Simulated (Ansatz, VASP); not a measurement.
**Two plane-wave programs on Ti**

```
CELL_PARAMETERS angstrom
2.77300 0.00000 0.00000
-1.38650 2.40149 0.00000
0.00000 0.00000 4.68600
ATOMIC_POSITIONS crystal
Ti 0.33333 0.66667 0.25000
Ti 0.66667 0.33333 0.75000
```

Change from the starting cell: strain -0.0600 x Voigt [1, 1, 0, 0, 0, 0], atoms carried along.

Alike in both runs: task single point; functional r2SCAN; k mesh 18 × 18 × 10; occupations gaussian, width 0.15 eV; no spin polarisation.

|  | VASP | Ansatz |
| --- | --- | --- |
| version | VASP 6.6.1 | Ansatz 0.2.0 |
| potentials or method | VASP PAW PBE potentials, release 64 (Ti_sv), cutoff 520 eV | scalar-relativistic, plane waves, PAW |
| valence electrons in the cell | 24 | 24 |

|  | VASP | Ansatz | Ansatz less VASP |
| --- | --- | --- | --- |
| gap on the k mesh at the Fermi level (eV) | none | none | - |
| pressure (GPa) | 15.0 | 14.5 | -0.49 |
| traceless stress, the component that is largest in VASP (GPa) | -6.21 | -6.16 | +0.044 |

VASP's potentials were made for PBE, not for r2SCAN. A gap of «none» marks a metal or a gap that the smearing closes.
